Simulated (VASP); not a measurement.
# BaTiO3 (Amm2) in VASP: single point with PBE

Aim: the single point of BaTiO3 with PBE.

Everything below comes from runs of VASP 6.6.1. Logs are shortened: lines on timing, memory, paths and dates and some standing lists are left out, and cuts for length are marked.

### Step 1. The cell of the first run

It takes space group Amm2 (No. 38, orthorhombic). The conventional cell has a = 4.038 Å, b = 5.753 Å, c = 5.772 Å, α = 90.00°, β = 90.00°, γ = 90.00°. Ba (site symmetry mm2) has 12 O at 2.82 to 2.95 Å and 8 Ti at 3.45 to 3.59 Å within 3.7 Å. Ti (site symmetry mm2) has 6 O at 1.95 to 2.13 Å within 2.6 Å. O (site symmetry mm2) has 2 Ti at 2.02 Å within 2.7 Å. O (site symmetry m) has 2 Ti at 1.95 to 2.13 Å within 2.6 Å.

### Step 2. Single point, PBE

The input, INCAR:

```
SYSTEM = BaTiO3
ALGO = Normal ; EDIFF = 1E-6
ENCUT = 910 ; GGA = PE
GGA_COMPAT = .False. ; ISIF = 2
ISMEAR = -1 ; LASPH = .True.
LCHARG = .True. ; LELF = .True.
LREAL = .False. ; LVHAR = .True.
LWAVE = .False. ; NBANDS = 28
NELM = 120 ; PREC = Accurate
SIGMA = 0.0142
```

The input, KPOINTS:

```
k-points
0
Gamma
  6 6 6
  0 0 0
```

The input, POSCAR:

```
BaTiO3
1.0
   -4.0379611300      0.0000000000      0.0000000000
    0.0000000000     -2.8763600400      2.8861998200
    0.0000000000      2.8763600400      2.8861998200
Ba Ti O
1 1 3
Direct
    0.0000000000      0.0000000000      0.0000000000
    0.5000000000      0.5143000000      0.5143000000
    0.0000000000      0.4890000000      0.4890000000
    0.5000000000      0.9922300000      0.5044300000
    0.5000000000      0.5044300000      0.9922300000
```

Potentials or basis: VASP PAW PBE potentials, release 64 (Ba_sv, Ti_sv, O_h).

Run with:

```
$ cat potpaw_PBE.64/Ba_sv/POTCAR potpaw_PBE.64/Ti_sv/POTCAR potpaw_PBE.64/O_h/POTCAR > POTCAR
$ mpirun -np 1 vasp_std > vasp.out
```

OUTCAR:

```text
SYSTEM = BaTiO3
   EDIFF = 1E-6
   ENCUT = 910
   GGA = PE
   ISIF = 2
   ISMEAR = -1
   LASPH = .True.
   LREAL = .False.
   NELM = 120
   PREC = Accurate

 ion  position               nearest neighbor table
   1  0.000  0.000  0.000-   3 2.82   4 2.86   5 2.86   4 2.86   5 2.86   3 2.88   3 2.88   5 2.88
                             4 2.88   4 2.88   5 2.88   3 2.95   2 3.45   2 3.45   2 3.52   2 3.52
   2  0.500  0.514  0.514-   4 1.95   5 1.95   3 2.02   3 2.02   4 2.13   5 2.13   1 3.45   1 3.45
                             1 3.52   1 3.52   1 3.52   1 3.52   1 3.59   1 3.59
   3  0.000  0.489  0.489-   2 2.02   2 2.02   1 2.82   1 2.88   1 2.88   1 2.95
   4  0.500  0.992  0.504-   2 1.95   2 2.13   1 2.86   1 2.86   1 2.88   1 2.88
   5  0.500  0.504  0.992-   2 1.95   2 2.13   1 2.86   1 2.86   1 2.88   1 2.88

  LATTYP: Found a base centered orthorhombic cell.
 ALAT       =     5.7527200800
 B/A-ratio  =     1.0034209139
 C/A-ratio  =     0.7019220601

  Lattice vectors:

 A1 = (   0.0000000000,  -2.8763600400,  -2.8861998200)
 A2 = (   0.0000000000,  -2.8763600400,   2.8861998200)
 A3 = (  -4.0379611300,   0.0000000000,   0.0000000000)

Analysis of symmetry for initial positions (statically):
=====================================================================
 Subroutine PRICEL returns:
 Original cell was already a primitive cell.

 Routine SETGRP: Setting up the symmetry group for a
 base centered orthorhombic supercell.

 Subroutine GETGRP returns: Found  4 space group operations
 (whereof  4 operations were pure point group operations)
 out of a pool of  8 trial point group operations.

The static configuration has the point symmetry C_2v.

Analysis of symmetry for dynamics (positions and initial velocities):
=====================================================================
 Subroutine PRICEL returns:
 Original cell was already a primitive cell.

 Routine SETGRP: Setting up the symmetry group for a
 base centered orthorhombic supercell.

 Subroutine GETGRP returns: Found  4 space group operations
 (whereof  4 operations were pure point group operations)
 out of a pool of  8 trial point group operations.

The dynamic configuration has the point symmetry C_2v.

 Subroutine INISYM returns: Found  4 space group operations
 (whereof  4 operations are pure point group operations),
 and found     1 'primitive' translations

----------------------------------------------------------------------------------------

                                     Primitive cell

  volume of cell :      67.0443

  direct lattice vectors                    reciprocal lattice vectors
    -4.037961130  0.000000000  0.000000000    -0.247649734  0.000000000  0.000000000
     0.000000000 -2.876360040  2.886199820     0.000000000 -0.173830812  0.173238179
     0.000000000  2.876360040  2.886199820     0.000000000  0.173830812  0.173238179

  length of vectors
     4.037961130  4.074751094  4.074751094     0.247649734  0.245415194  0.245415194

  position of ions in fractional coordinates (direct lattice)
     0.000000000  0.000000000  0.000000000
     0.500000000  0.514300000  0.514300000
     0.000000000  0.489000000  0.489000000
     0.500000000  0.992230000  0.504430000
     0.500000000  0.504430000  0.992230000

  ion indices of the primitive-cell ions
   primitive index   ion index
                 1           1
                 2           2
                 3           3
                 4           4
                 5           5

----------------------------------------------------------------------------------------

 KPOINTS: k-points

Automatic generation of k-mesh.
 Grid dimensions read from file:
 generate k-points for:    6    6    6

 Generating k-lattice:

  Cartesian coordinates                     Fractional coordinates (reciprocal lattice)
    -0.041274956  0.000000000  0.000000000     0.166666667  0.000000000  0.000000000
     0.000000000 -0.028971802  0.028873030     0.000000000  0.166666667  0.000000000
     0.000000000  0.028971802  0.028873030     0.000000000  0.000000000  0.166666667

  Length of vectors
     0.041274956  0.040902532  0.040902532

  Shift w.r.t. Gamma in fractional coordinates (k-lattice)
     0.000000000  0.000000000  0.000000000

 Subroutine IBZKPT returns following result:
 ===========================================

 Found     52 irreducible k-points:

 Following reciprocal coordinates:
            Coordinates               Weight
  0.000000  0.000000  0.000000      1.000000
  0.166667  0.000000  0.000000      2.000000
  0.333333  0.000000  0.000000      2.000000
  0.500000  0.000000  0.000000      1.000000
  0.000000  0.166667  0.000000      4.000000
  0.166667  0.166667  0.000000      8.000000
[... 16 lines left out ...]
  0.333333  0.333333  0.166667      8.000000
  0.500000  0.333333  0.166667      4.000000
 [... further k-points ...]
   k-points           NKPTS =     52   k-points in BZ     NKDIM =     52   number of bands    NBANDS=     28
   number of dos      NEDOS =    301   number of ions     NIONS =      5
   total plane-waves  NPLWV =  64000
   dimension x,y,z NGX =    40 NGY =   40 NGZ =   40
   dimension x,y,z NGXF=    80 NGYF=   80 NGZF=   80
   ions per type =               1   1   3
   NGX,Y,Z   is equivalent  to a cutoff of  16.47, 16.32, 16.32 a.u.
   NGXF,Y,Z  is equivalent  to a cutoff of  32.94, 32.64, 32.64 a.u.
 SYSTEM =  BaTiO3
   PREC   = accura    normal or accurate (medium, high low for compatibility)
   ISTART =      0    job   : 0-new  1-cont  2-samecut
   ICHARG =      2    charge: 1-file 2-atom 10-const
   ISPIN  =      1    spin polarized calculation?
   LNONCOLLINEAR =      F non collinear calculations
   LSORBIT =      F    spin-orbit coupling
   LASPH  =      T    aspherical Exc in radial PAW
   ENCUT  =  910.0 eV  66.88 Ry    8.18 a.u.   9.93 10.02 10.02*2*pi/ulx,y,z
   NELM   =    120;   NELMIN=  2; NELMDL= -5     # of ELM steps
   EDIFF  = 0.1E-05   stopping-criterion for ELM
   LREAL  =      F    real-space projection
   EDIFFG = 0.1E-04   stopping-criterion for IOM
   NSW    =      0    number of steps for IOM
   IBRION =     -1    ionic relax: 0-MD 1-quasi-New 2-CG
   NFREE  =      0    steps in history (QN), initial steepest desc. (CG)
   ISIF   =      2    stress and relaxation
   ISYM   =      2    0-nonsym 1-usesym 2-fastsym
   POTIM  = 0.5000    time-step for ionic-motion
   TEBEG  =    0.0;   TEEND  =   0.0 temperature during run
   PSTRESS=    0.0 pullay stress
   NELECT =      40.0000    total number of electrons
   NUPDOWN=      -1.0000    fix difference up-down
   EMIN   =  10.00;   EMAX   =-10.00  energy-range for DOS
   EFERMI =   0.00;   METHOD = LEGACY
   ISMEAR =    -1;   SIGMA  =   0.01  broadening in eV -4-tet -1-fermi 0-gaus
   EFERMI_NEDOS =   21; number of points for ismear=-14 and -15
   IALGO  =     38    algorithm
   IMIX   =      4    mixing-type and parameters
     AMIX     =   0.40;   BMIX     =  1.00
     AMIX_MAG =   1.60;   BMIX_MAG =  1.00
  volume/ion in A,a.u.               =      13.41        90.49
  Fermi-wavevector in a.u.,A,eV,Ry     =   1.378185  2.604392 25.842829  1.899394
  Thomas-Fermi vector in A             =   2.503270
   LORBIT       =      0    0 simple, 1 ext, 2 COOP (PROOUT), +10 PAW based schemes
   GGA     = PE    functional components
   LHFCALC =     F    Hartree Fock is set to
   AEXX    =    0.0000 exact exchange contribution
   IVDW    =     0    specifies the selected vdW correction
   LEPSILON=     F    determine dielectric tensor
   LRPA    =     F    only Hartree local field effects (RPA)
 non-spin polarized calculation
  energy-cutoff  :      910.00
  volume of cell :       67.04
 maximum number of plane-waves:      4224
 NGX is ok and might be reduce to    40
   NGX = 19   NGY = 21   NGZ = 21

 number of electron      40.0000002 magnetization

 Free energy of the ion-electron system (eV)
  ---------------------------------------------------
  ext. energy  EPLUGINS =         0.00000000
  ---------------------------------------------------
  free energy    TOTEN  =       -40.01557207 eV

  energy without entropy =      -40.01557207  energy(sigma->0) =      -40.01557207

 E-fermi :   4.1256     XC(G=0): -11.0245

 val. band max:        3.8365314039   @ k =   0.5000   0.5000   0.5000
 cond. band min:       5.6250749956   @ k =   0.0000   0.0000   0.0000
 fundamental gap:      1.7885435918
 Fermi energy:         4.1256310947

 k-point     1 :       0.0000    0.0000    0.0000
  band No.  band energies     occupation
      1     -52.8902      2.00000
      2     -29.0961      2.00000
      3     -29.0957      2.00000
      4     -29.0798      2.00000
      5     -21.0957      2.00000
      6     -12.9473      2.00000
[... 20 lines left out ...]
     27       8.8816      0.00000
     28      10.7282      0.00000

 k-point     2 :       0.1667    0.0000    0.0000
  band No.  band energies     occupation
      1     -52.8900      2.00000
      2     -29.0957      2.00000
      3     -29.0953      2.00000
      4     -29.0908      2.00000
      5     -21.0717      2.00000
      6     -12.9542      2.00000
[... 20 lines left out ...]
     27       9.3574      0.00000
     28      11.3772      0.00000

 k-point     3 :       0.3333    0.0000    0.0000
  band No.  band energies     occupation
      1     -52.8896      2.00000
      2     -29.1131      2.00000
      3     -29.0948      2.00000
      4     -29.0945      2.00000
      5     -21.0229      2.00000
      6     -13.0388      2.00000
[... 20 lines left out ...]
     27      10.4921      0.00000
     28      11.9199      0.00000

 k-point     4 :       0.5000    0.0000    0.0000
  band No.  band energies     occupation
      1     -52.8894      2.00000
      2     -29.1241      2.00000
      3     -29.0944      2.00000
      4     -29.0941      2.00000
      5     -20.9981      2.00000
      6     -13.1028      2.00000
[... 578 lines left out ...]
     27      11.1355      0.00000
     28      12.0469      0.00000

 k-point    23 :       0.3333    0.3333    0.1667
  band No.  band energies     occupation
      1     -52.8889      2.00000
      2     -29.1239      2.00000
      3     -29.1109      2.00000
      4     -29.1033      2.00000
      5     -20.9578      2.00000
      6     -12.6891      2.00000
[... 20 lines left out ...]
     27      11.8323      0.00000
     28      11.9080      0.00000

 k-point    24 :       0.5000    0.3333    0.1667
  band No.  band energies     occupation
      1     -52.8887      2.00000
      2     -29.1233      2.00000
      3     -29.1217      2.00000
      4     -29.1029      2.00000
      5     -20.9398      2.00000
      6     -12.6287      2.00000
[... 20 lines left out ...]
     27      11.7967      0.00000
     28      12.1653      0.00000

 [... further k-points ...]

------------------------ aborting loop because EDIFF is reached ----------------------------------------

  FORCE on cell =-STRESS in cart. coord.  units (eV):
  Direction    XX          YY          ZZ          XY          YZ          ZX
  --------------------------------------------------------------------------------------
  -------------------------------------------------------------------------------------
  Total       -1.1145546     -1.1111530     -1.3461788      0.0000000      0.0000000      0.0000000
  in kB      -26.6348450    -26.5535551    -32.1700370      0.0000000      0.0000000      0.0000000
  external PRESSURE =     -28.4528124 kB  Pullay stress =       0.0000000 kB

 VOLUME and BASIS-vectors are now :
 -----------------------------------------------------------------------------
  energy-cutoff  :      910.00
  volume of cell :       67.04
      direct lattice vectors                 reciprocal lattice vectors
    -4.037961130  0.000000000  0.000000000    -0.247649734  0.000000000  0.000000000
     0.000000000 -2.876360040  2.886199820     0.000000000 -0.173830812  0.173238179
     0.000000000  2.876360040  2.886199820     0.000000000  0.173830812  0.173238179

 POSITION                                       TOTAL-FORCE (eV/Angst)
 -----------------------------------------------------------------------------------
      0.00000      0.00000      0.00000         0.000000      0.000000      0.186556
     -2.01898      0.00000      2.96875         0.000000      0.000000      0.348238
      0.00000      0.00000      2.82270         0.000000      0.000000      0.204888
     -2.01898     -1.40309      4.31966         0.000000      0.162443     -0.369841
     -2.01898      1.40309      4.31966         0.000000     -0.162443     -0.369841
 -----------------------------------------------------------------------------------
    total drift:                               -0.000000      0.000002     -0.000112

  FREE ENERGIE OF THE ION-ELECTRON SYSTEM (eV)
  ---------------------------------------------------
  free  energy   TOTEN  =       -40.0155720706 eV

  energy  without entropy=      -40.0155720705  energy(sigma->0) =      -40.01557207
```

It took 2.5 min on 1 thread of Intel Xeon Platinum 8375C at 2.90GHz (Ice Lake), shared host; peak memory 0.4 GiB.

What came out:

| Property | Result |
| --- | --- |
| Free energy | -40.0156 eV |
| Pressure | -2.8 GPa |
| Largest force | 0.404 eV/Å |
| Band gap on the k mesh | 1.79 eV (least direct gap 2.04 eV) |

Forces in eV/Å, atoms in the order of the input:
```
Ba   0.000  0.000  0.187
Ti   0.000  0.000  0.348
O    0.000  0.000  0.205
O    0.000  0.162 -0.370
O    0.000 -0.162 -0.370
```

Stress tensor (GPa, compression positive):
```
-2.66  0.00  0.00
 0.00 -2.66  0.00
 0.00  0.00 -3.22
```

Caveat: the cutoff is under 1.25 times the usual one of these potentials, so pressure, stress and relaxed cells hold a basis-set (Pulay) error; spin-orbit coupling is left out, which moves the levels of the heavy elements. A k mesh can miss the band edges.
